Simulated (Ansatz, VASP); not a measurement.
SnO2 in VASP and in Ansatz

INCAR

```
SYSTEM = SnO2
ALGO = Normal
EDIFF = 1E-6
EDIFFG = -0.002
ENCUT = 520
IBRION = 2
ISIF = 2
ISMEAR = 0
LASPH = .TRUE.
LCHARG = .FALSE.
LREAL = .FALSE.
LWAVE = .FALSE.
NELM = 60
NSW = 60
PREC = Accurate
SIGMA = 0.02
```

File KPOINTS:

```
k-points
0
G
  6 6 8
  0 0 0
```

Contents of POSCAR:

```
SnO2
1.0
    4.7585535498      0.0000000000      0.0000000000
    0.0000000000      4.7585535498      0.0000000000
    0.0000000000      0.0000000000      3.2001190491
Sn O
2 4
Direct
    0.0000000000      0.0000000000      0.0000000000
    0.5000000000      0.5000000000      0.5000000000
    0.3059063674      0.3059063674      0.0000000000
    0.1940936326      0.8059063674      0.5000000000
    0.6940936326      0.6940936326      0.0000000000
    0.8059063674      0.1940936326      0.5000000000
```

Input for Ansatz:

```yaml
crystal:
  lattice:
    - [4.7585535498, 0.0, 0.0]
    - [0.0, 4.7585535498, 0.0]
    - [0.0, 0.0, 3.2001190491]
  atoms:
    - { symbol: Sn, position: [0.0, 0.0, 0.0] }
    - { symbol: Sn, position: [0.5, 0.5, 0.5] }
    - { symbol: O, position: [0.3059063674, 0.3059063674, 0.0] }
    - { symbol: O, position: [0.1940936326, 0.8059063674, 0.5] }
    - { symbol: O, position: [0.6940936326, 0.6940936326, 0.0] }
    - { symbol: O, position: [0.8059063674, 0.1940936326, 0.5] }
basis:
  ecutwfc: 420
kpoints:
  mp_grid: { grid: [6, 6, 8] }
hamiltonian:
  xc: lda
  pseudopotentials: { kind: paw, azcp: { folder: soft_1 } }
scf:
  occupations: { method: gaussian, width: 0.02 }
output:
  forces: true
  stress: true
  eigenvalues: true
relax:
  adjacent_minimum: "off"
  f_tol: 0.002
  max_steps: 40
```

Change from the starting cell: strained cell.

Alike in both runs: task relaxation of the atoms; functional LDA; k mesh 6 × 6 × 8; occupations gaussian, width 0.02 eV; no spin polarisation.

|  | VASP | Ansatz |
| --- | --- | --- |
| version | VASP 6.6.1 | Ansatz 0.2.0 |
| potentials or method | VASP PAW LDA potentials, release 64 (Sn_d, O), cutoff 520 eV | scalar-relativistic, plane waves, PAW |
| valence electrons in the cell | 52 | 52 |

|  | VASP | Ansatz | Ansatz less VASP |
| --- | --- | --- | --- |
| gap on the k mesh at the Fermi level, each at its own relaxed structure (eV) | 1.00 | 0.98 | -0.024 |

Ansatz warns that its potentials were made for another functional, while VASP's fit it. LDA's correlation is that of Perdew and Zunger in VASP and of Perdew and Wang (1992) in Ansatz. Ansatz's warnings: stress scf threshold loose.
